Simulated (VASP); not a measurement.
# SiC (hm.bA) (F-43m) in VASP: single point with PBE

Aim: the single point of SiC (hm.bA) with PBE.

All numbers are computed with VASP 6.6.1; they aren't measurements. Logs are shortened: lines on timing, memory, paths and dates and some standing lists are left out, and cuts for length are marked.

## 1. The cell of the first run

The structure is cubic, space group F-43m (No. 216). The conventional cell has a = 4.380 Å, b = 4.380 Å, c = 4.380 Å, α = 90.00°, β = 90.00°, γ = 90.00°. Within 2.5 Å of Si (site symmetry -43m) lie 4 C at 1.90 Å. C (site symmetry -43m) has 4 Si at 1.90 Å within 2.5 Å.

## 2. Single point, PBE

Input file INCAR:

```
  ALGO = Normal
  EDIFF = 1E-6
  ENCUT = 600
  GGA = PE
  GGA_COMPAT = False
  ISIF = 2
  ISMEAR = 0
  LASPH = True
  LCHARG = False
  LREAL = False
  LWAVE = False
  NBANDS = 11
  NELM = 120
  PREC = Accurate
  SIGMA = 0.02
```

Input file KPOINTS:

```
k-points
0
Gamma
  10 10 10
```

Input file POSCAR:

```
SiC
1.0
    0.0000000000      2.1898586916      2.1898586916
    2.1898586916      0.0000000000      2.1898586916
    2.1898586916      2.1898586916      0.0000000000
Si C
1 1
Direct
    0.0000000000      0.0000000000      0.0000000000
    0.2500000000      0.2500000000      0.2500000000
```

Potentials or basis: VASP PAW PBE potentials, release 64 (Si, C).

Started as:

```sh
$ cat potpaw_PBE.64/Si/POTCAR potpaw_PBE.64/C/POTCAR > POTCAR
$ mpirun -np 1 vasp_std > vasp.out
```

OUTCAR:

```text
EDIFF = 1E-6
   ENCUT = 600
   GGA = PE
   ISIF = 2
   ISMEAR = 0
   LASPH = True
   LREAL = False
   NELM = 120
   PREC = Accurate

 ion  position               nearest neighbor table
   1  0.000  0.000  0.000-   2 1.90   2 1.90   2 1.90   2 1.90
   2  0.250  0.250  0.250-   1 1.90   1 1.90   1 1.90   1 1.90

  LATTYP: Found a face centered cubic cell.
 ALAT       =     4.3797173832

  Lattice vectors:

 A1 = (   0.0000000000,   2.1898586916,   2.1898586916)
 A2 = (   2.1898586916,   0.0000000000,   2.1898586916)
 A3 = (   2.1898586916,   2.1898586916,   0.0000000000)

Analysis of symmetry for initial positions (statically):
=====================================================================
 Subroutine PRICEL returns:
 Original cell was already a primitive cell.

 Routine SETGRP: Setting up the symmetry group for a
 face centered cubic supercell.

 Subroutine GETGRP returns: Found 24 space group operations
 (whereof 24 operations were pure point group operations)
 out of a pool of 48 trial point group operations.

The static configuration has the point symmetry T_d .

Analysis of symmetry for dynamics (positions and initial velocities):
=====================================================================
 Subroutine PRICEL returns:
 Original cell was already a primitive cell.

 Routine SETGRP: Setting up the symmetry group for a
 face centered cubic supercell.

 Subroutine GETGRP returns: Found 24 space group operations
 (whereof 24 operations were pure point group operations)
 out of a pool of 48 trial point group operations.

The dynamic configuration has the point symmetry T_d .

 Subroutine INISYM returns: Found 24 space group operations
 (whereof 24 operations are pure point group operations),
 and found     1 'primitive' translations

----------------------------------------------------------------------------------------

                                     Primitive cell

  volume of cell :      21.0029

  direct lattice vectors                    reciprocal lattice vectors
     0.000000000  2.189858692  2.189858692    -0.228325235  0.228325235  0.228325235
     2.189858692  0.000000000  2.189858692     0.228325235 -0.228325235  0.228325235
     2.189858692  2.189858692  0.000000000     0.228325235  0.228325235 -0.228325235

  length of vectors
     3.096927861  3.096927861  3.096927861     0.395470907  0.395470907  0.395470907

  position of ions in fractional coordinates (direct lattice)
     0.000000000  0.000000000  0.000000000
     0.250000000  0.250000000  0.250000000

  ion indices of the primitive-cell ions
   primitive index   ion index
                 1           1
                 2           2

----------------------------------------------------------------------------------------

 KPOINTS: k-points

Automatic generation of k-mesh.
 Grid dimensions read from file:
 generate k-points for:   10   10   10

 Generating k-lattice:

  Cartesian coordinates                     Fractional coordinates (reciprocal lattice)
    -0.022832523  0.022832523  0.022832523     0.100000000  0.000000000  0.000000000
     0.022832523 -0.022832523  0.022832523     0.000000000  0.100000000  0.000000000
     0.022832523  0.022832523 -0.022832523     0.000000000  0.000000000  0.100000000

  Length of vectors
     0.039547091  0.039547091  0.039547091

  Shift w.r.t. Gamma in fractional coordinates (k-lattice)
     0.000000000  0.000000000  0.000000000

 Subroutine IBZKPT returns following result:
 ===========================================

 Found     47 irreducible k-points:

 Following reciprocal coordinates:
            Coordinates               Weight
  0.000000  0.000000  0.000000      1.000000
  0.100000  0.000000  0.000000      8.000000
  0.200000  0.000000  0.000000      8.000000
  0.300000  0.000000  0.000000      8.000000
  0.400000  0.000000  0.000000      8.000000
  0.500000  0.000000  0.000000      4.000000
[... 16 lines left out ...]
  0.300000  0.300000  0.000000      6.000000
  0.400000  0.300000  0.000000     24.000000
 [... further k-points ...]
   k-points           NKPTS =     47   k-points in BZ     NKDIM =     47   number of bands    NBANDS=     11
   number of dos      NEDOS =    301   number of ions     NIONS =      2
   total plane-waves  NPLWV =  21952
   dimension x,y,z NGX =    28 NGY =   28 NGZ =   28
   dimension x,y,z NGXF=    56 NGYF=   56 NGZF=   56
   ions per type =               1   1
   NGX,Y,Z   is equivalent  to a cutoff of  15.03, 15.03, 15.03 a.u.
   NGXF,Y,Z  is equivalent  to a cutoff of  30.06, 30.06, 30.06 a.u.
 SYSTEM =  unknown system
   PREC   = accura    normal or accurate (medium, high low for compatibility)
   ISTART =      0    job   : 0-new  1-cont  2-samecut
   ICHARG =      2    charge: 1-file 2-atom 10-const
   ISPIN  =      1    spin polarized calculation?
   LNONCOLLINEAR =      F non collinear calculations
   LSORBIT =      F    spin-orbit coupling
   LASPH  =      T    aspherical Exc in radial PAW
   ENCUT  =  600.0 eV  44.10 Ry    6.64 a.u.   6.19  6.19  6.19*2*pi/ulx,y,z
   NELM   =    120;   NELMIN=  2; NELMDL= -5     # of ELM steps
   EDIFF  = 0.1E-05   stopping-criterion for ELM
   LREAL  =      F    real-space projection
   EDIFFG = 0.1E-04   stopping-criterion for IOM
   NSW    =      0    number of steps for IOM
   IBRION =     -1    ionic relax: 0-MD 1-quasi-New 2-CG
   NFREE  =      0    steps in history (QN), initial steepest desc. (CG)
   ISIF   =      2    stress and relaxation
   ISYM   =      2    0-nonsym 1-usesym 2-fastsym
   POTIM  = 0.5000    time-step for ionic-motion
   TEBEG  =    0.0;   TEEND  =   0.0 temperature during run
   PSTRESS=    0.0 pullay stress
   NELECT =       8.0000    total number of electrons
   NUPDOWN=      -1.0000    fix difference up-down
   EMIN   =  10.00;   EMAX   =-10.00  energy-range for DOS
   EFERMI =   0.00;   METHOD = LEGACY
   ISMEAR =     0;   SIGMA  =   0.02  broadening in eV -4-tet -1-fermi 0-gaus
   EFERMI_NEDOS =   21; number of points for ismear=-14 and -15
   IALGO  =     38    algorithm
   IMIX   =      4    mixing-type and parameters
     AMIX     =   0.40;   BMIX     =  1.00
     AMIX_MAG =   1.60;   BMIX_MAG =  1.00
  volume/ion in A,a.u.               =      10.50        70.87
  Fermi-wavevector in a.u.,A,eV,Ry     =   1.186712  2.242561 19.160892  1.408286
  Thomas-Fermi vector in A             =   2.322879
   LORBIT       =      0    0 simple, 1 ext, 2 COOP (PROOUT), +10 PAW based schemes
   GGA     = PE    functional components
   LHFCALC =     F    Hartree Fock is set to
   AEXX    =    0.0000 exact exchange contribution
   IVDW    =     0    specifies the selected vdW correction
   LEPSILON=     F    determine dielectric tensor
   LRPA    =     F    only Hartree local field effects (RPA)
 non-spin polarized calculation
 Gauss-broadening in eV      SIGMA  =   0.02
  energy-cutoff  :      600.00
  volume of cell :       21.00
 maximum number of plane-waves:       725
 NGX is ok and might be reduce to    28
   NGX = 13   NGY = 13   NGZ = 13

 number of electron       8.0000000 magnetization

 Free energy of the ion-electron system (eV)
  ---------------------------------------------------
  ext. energy  EPLUGINS =         0.00000000
  ---------------------------------------------------
  free energy    TOTEN  =       -15.06218825 eV

  energy without entropy =      -15.06218825  energy(sigma->0) =      -15.06218825

 E-fermi :   8.0346     XC(G=0): -11.2912

 val. band max:        7.9397600848   @ k =   0.0000   0.0000   0.0000
 cond. band min:       9.3107925299   @ k =   0.5000   0.5000   0.0000
 fundamental gap:      1.3710324451
 Fermi energy:         8.0346101401

 k-point     1 :       0.0000    0.0000    0.0000
  band No.  band energies     occupation
      1      -7.3468      2.00000
      2       7.9398      2.00000
      3       7.9398      2.00000
      4       7.9398      2.00000
      5      13.9986      0.00000
      6      15.1449      0.00000
      7      15.1449      0.00000
      8      15.1449      0.00000
      9      22.3603      0.00000
     10      22.3603      0.00000
     11      24.1904      0.00000

 k-point     2 :       0.1000    0.0000    0.0000
  band No.  band energies     occupation
      1      -7.1537      2.00000
      2       6.9332      2.00000
      3       7.8065      2.00000
      4       7.8065      2.00000
      5      14.2816      0.00000
      6      15.3860      0.00000
      7      15.3860      0.00000
      8      15.3998      0.00000
      9      21.4264      0.00000
     10      21.4264      0.00000
     11      24.0911      0.00000

 k-point     3 :       0.2000    0.0000    0.0000
  band No.  band energies     occupation
      1      -6.5833      2.00000
      2       4.8280      2.00000
      3       7.5008      2.00000
      4       7.5008      2.00000
      5      14.0118      0.00000
      6      15.7485      0.00000
      7      15.7485      0.00000
      8      16.5845      0.00000
      9      20.7663      0.00000
     10      20.7663      0.00000
     11      23.2149      0.00000

 k-point     4 :       0.3000    0.0000    0.0000
  band No.  band energies     occupation
      1      -5.6715      2.00000
      2       2.5379      2.00000
      3       7.1859      2.00000
      4       7.1859      2.00000
      5      13.6035      0.00000
      6      15.6305      0.00000
      7      15.6305      0.00000
      8      17.5762      0.00000
      9      21.5625      0.00000
     10      21.5625      0.00000
     11      22.9278      0.00000

 k-point     5 :       0.4000    0.0000    0.0000
  band No.  band energies     occupation
      1      -4.5469      2.00000
      2       0.5098      2.00000
      3       6.9678      2.00000
      4       6.9678      2.00000
      5      13.3312      0.00000
      6      15.2696      0.00000
      7      15.2696      0.00000
      8      17.8941      0.00000
      9      23.4558      0.00000
     10      23.4558      0.00000
     11      23.4947      0.00000
[... 211 lines left out ...]
 k-point    21 :      -0.3000    0.2000    0.0000
  band No.  band energies     occupation
      1      -4.3221      2.00000
      2       1.5709      2.00000
      3       4.1626      2.00000
      4       6.7752      2.00000
      5      13.4777      0.00000
      6      16.0722      0.00000
      7      16.6071      0.00000
      8      18.0869      0.00000
      9      20.5862      0.00000
     10      23.2362      0.00000
     11      26.8259      0.00000

 k-point    22 :      -0.2000    0.2000    0.0000
  band No.  band energies     occupation
      1      -5.3654      2.00000
      2       3.1626      2.00000
      3       4.7520      2.00000
      4       7.2927      2.00000
      5      14.4258      0.00000
      6      15.8201      0.00000
      7      16.2214      0.00000
      8      16.9763      0.00000
      9      19.4076      0.00000
     10      23.2144      0.00000
     11      26.9255      0.00000

 k-point    23 :       0.3000    0.3000    0.0000
  band No.  band energies     occupation
      1      -5.1021      2.00000
      2       3.5859      2.00000
      3       5.5989      2.00000
      4       5.5989      2.00000
      5      11.0843      0.00000
      6      13.4960      0.00000
      7      19.3283      0.00000
      8      19.3283      0.00000
      9      20.1792      0.00000
     10      24.9168      0.00000
     11      29.4719      0.00000

 k-point    24 :       0.4000    0.3000    0.0000
  band No.  band energies     occupation
      1      -4.2452      2.00000
      2       2.3764      2.00000
      3       4.8186      2.00000
      4       5.3388      2.00000
      5      10.7986      0.00000
      6      13.5029      0.00000
      7      19.4023      0.00000
      8      19.7310      0.00000
      9      21.5332      0.00000
     10      25.8803      0.00000
     11      28.9673      0.00000

 [... further k-points ...]

------------------------ aborting loop because EDIFF is reached ----------------------------------------

  FORCE on cell =-STRESS in cart. coord.  units (eV):
  Direction    XX          YY          ZZ          XY          YZ          ZX
  --------------------------------------------------------------------------------------
  -------------------------------------------------------------------------------------
  Total       -0.0237602     -0.0237602     -0.0237602     -0.0000000     -0.0000000     -0.0000000
  in kB       -1.8125204     -1.8125204     -1.8125204     -0.0000000     -0.0000000     -0.0000000
  external PRESSURE =      -1.8125204 kB  Pullay stress =       0.0000000 kB

 VOLUME and BASIS-vectors are now :
 -----------------------------------------------------------------------------
  energy-cutoff  :      600.00
  volume of cell :       21.00
      direct lattice vectors                 reciprocal lattice vectors
     0.000000000  2.189858692  2.189858692    -0.228325235  0.228325235  0.228325235
     2.189858692  0.000000000  2.189858692     0.228325235 -0.228325235  0.228325235
     2.189858692  2.189858692  0.000000000     0.228325235  0.228325235 -0.228325235

 POSITION                                       TOTAL-FORCE (eV/Angst)
 -----------------------------------------------------------------------------------
      0.00000      0.00000      0.00000        -0.000000     -0.000000     -0.000000
      1.09493      1.09493      1.09493         0.000000      0.000000      0.000000
 -----------------------------------------------------------------------------------
    total drift:                               -0.000000     -0.000000     -0.000000

  FREE ENERGIE OF THE ION-ELECTRON SYSTEM (eV)
  ---------------------------------------------------
  free  energy   TOTEN  =       -15.0621882534 eV

  energy  without entropy=      -15.0621882534  energy(sigma->0) =      -15.06218825
```

Wall time 8.8 s (1 thread of Intel Xeon Platinum 8488C (Sapphire Rapids), shared host); peak memory 0.15 GiB.

What came out:

- Free energy: -15.0622 eV
- Pressure: -0.2 GPa
- Band gap on the k mesh: 1.37 eV, indirect (least direct gap 4.53 eV)
